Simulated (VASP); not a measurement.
Runs of VASP 6.6.1 on C. The structure is that of space group Fd-3m (No. 227), or close to it. The cells are those of the table. 

| task | cell | cutoff (eV) | gap on the mesh (eV) | pressure (GPa) |
| --- | --- | --- | --- | --- |
| single point | a = 2.495 Å, angles 60.0, 60.0, 90.0°, 2 atoms | 520 | (c) | 11.2 |
| relaxation of cell and atoms | relaxed to -2 GPa from a = 2.513 Å, angles 60.0, 60.0, 90.0°, 2 atoms | 600 | (b) | -2.0 |
| relaxation of cell and atoms | relaxed to 4 GPa from a = 2.513 Å, angles 60.0, 60.0, 90.0°, 2 atoms | 600 | 4.08 | 4.0 |
| single point | a = 2.487 Å, angles 60.0, 60.0, 90.0°, 2 atoms | 520 | 4.13 | 16.3 |
| single point | a = 2.509 Å, angles 60.0, 60.0, 90.0°, 2 atoms | 520 | 4.07 | (a) |

Alike in all rows: level PBEsol; potentials or basis VASP PAW PBE potentials, release 64 (C); no spin polarisation; k mesh 12 × 12 × 12; smearing gaussian 0.01 eV.

Problem. Fill in the values left out.

Solution. (a) 3.1; (b) 4.05; (c) 4.11.

Caveats: the PAW data sets were made with another functional, which shifts forces and pressure a little; the cell is relaxed towards a set pressure, so the enthalpy falls and the energy may rise (some runs).

A k mesh can miss the band edges.
